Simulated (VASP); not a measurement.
Input of a VASP 6.6.1 run:

Contents of INCAR:

```
SYSTEM = Be3Zn2Se5
PREC = Accurate
ENCUT = 520
EDIFF = 1E-7
ISMEAR = 0
SIGMA = 0.02
LREAL = .False.
LASPH = .True.
NELM = 100
ALGO = Normal
ISIF = 2
LWAVE = .False.
LCHARG = .False.
GGA = PE
NBANDS = 41
KPAR = 4
```

Contents of KPOINTS:

```
Automatic mesh
0
Gamma
  10 10 10
  0 0 0
```

File POSCAR:

```
Be3Zn2Se5
1.0
   -1.9031106528      9.5900183066      2.6942490742
    1.9031106528     -9.5900183066      2.6942490742
    1.9031106528      9.5900183066     -2.6942490742
Be Zn Se
3 2 5
Direct
    0.0901840509      0.9975713257      0.0926127252
    0.4936195807      0.9936195807      0.5000000000
    0.9049586005      0.9975713257      0.9073872748
    0.3044868814      1.0000935898      0.3043932916
    0.6957002981      1.0000935898      0.6956067084
    0.9726251270      0.7808389556      0.1917861714
    0.1406888453      0.7322419159      0.4084469294
    0.3237949866      0.7322419159      0.5915530706
    0.5890527842      0.7808389556      0.8082138286
    0.7348888451      0.7348888451      0.0000000000
```

Potentials or basis: VASP PAW PBE potentials, release 64 (Be, Zn, Se).

Launch:

```bash
$ cat potpaw_PBE.64/Be/POTCAR potpaw_PBE.64/Zn/POTCAR potpaw_PBE.64/Se/POTCAR > POTCAR
$ mpirun -np 4 vasp_std > vasp.out
```

**Question.** What does it give for the band gap on the k mesh?

**Answer.** 2.37 eV.

**Question.** Predict the largest force.

**Answer.** 0.011 eV/Å.

Forces on the atoms (eV/Å):
```
Be   0.000 -0.003  0.001
Be   0.000  0.000  0.004
Be   0.000  0.003  0.001
Zn   0.000  0.002 -0.006
Zn   0.000 -0.002 -0.006
Se   0.000 -0.006  0.009
Se   0.000  0.006 -0.006
Se   0.000 -0.006 -0.006
Se   0.000  0.006  0.009
Se   0.000  0.000 -0.001
```

A k mesh can miss the band edges.
